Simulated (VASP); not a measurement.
Write the native input for VASP 6.6.1 that does the following.

```yaml
Task: single point
Functional: r2SCAN
Potentials_or_basis: VASP PAW PBE potentials, release 64 (Ti_sv, Si)
Cutoff: 520 eV
k_mesh: 14 × 12 × 14
Occupations: gaussian, width 0.1 eV
Spin: no spin polarisation
Dipole_correction: no
Further_INCAR_settings: ALGO = Normal; EDIFF = 1e-06; NBANDS = 24
```

The system is TiSi.

```
Ti Si
1.0
     3.51770    0.00000    0.00000
     0.00000    4.04282    0.00000
     0.00000    0.00000    3.90180
Ti Si
2 2
Direct
  0.00000 0.50000 0.00000
  0.50000 0.00000 0.00000
  0.00000 0.00000 0.50000
  0.50000 0.50000 0.50000
```

This cell differs from its parent crystal: biaxial strain in the a-b plane: -3.0 %, then relaxed in part.

These files were run (other wordings do the same):

POSCAR

```
TiSi
1.0
    3.5177027553      0.0000000000      0.0000000000
    0.0000000000      4.0428174627      0.0000000000
    0.0000000000      0.0000000000      3.9018012268
Ti Si
2 2
Direct
    0.0000000000      0.5000000000      0.0000000000
    0.5000000000      0.0000000000      0.0000000000
    0.0000000000      0.0000000000      0.5000000000
    0.5000000000      0.5000000000      0.5000000000
```

INCAR.step1

```
  ALGO = Normal
  EDIFF = 1E-4
  ENCUT = 520
  GGA = PE
  ISMEAR = 0
  LASPH = T
  LCHARG = F
  LREAL = F
  LWAVE = T
  NBANDS = 24
  NELM = 100
  PREC = Accurate
  SIGMA = 0.1
```

INCAR.step2

```
  ALGO = Normal
  EDIFF = 1E-6
  ENCUT = 520
  ISIF = 2
  ISMEAR = 0
  ISTART = 1
  LASPH = T
  LCHARG = T
  LELF = T
  LMIXTAU = T
  LREAL = F
  LVHAR = T
  LWAVE = F
  METAGGA = R2SCAN
  NBANDS = 24
  NELM = 100
  PREC = Accurate
  SIGMA = 0.1
```

KPOINTS

```
k-points
0
Gamma
  14 12 14
```

Potentials or basis: VASP PAW PBE potentials, release 64 (Ti_sv, Si).

Launch:

```console
$ cat potpaw_PBE.64/Ti_sv/POTCAR potpaw_PBE.64/Si/POTCAR > POTCAR
$ cp INCAR.step1 INCAR
$ mpirun -np 1 vasp_std > vasp.out
$ cp INCAR.step2 INCAR
$ mpirun -np 1 vasp_std > vasp.out
```

Results of the run:

| Property | Result |
| --- | --- |
| Pressure | 5.2 GPa |
| Band gap on the k mesh | zero (band 16 reaches 11.73 eV, above the bottom of band 17 at 9.76 eV) |

Caveat: the cell differs from its parent crystal (biaxial strain in the a-b plane: -3.0 %, then relaxed in part); the PAW data sets were made with another functional, which shifts forces and pressure a little.

Run time: 34 min on 1 thread of Intel(R) Xeon(R) Platinum 8375C CPU @ 2.90GHz (Ice Lake) (shared host), peak memory 0.57 GiB.
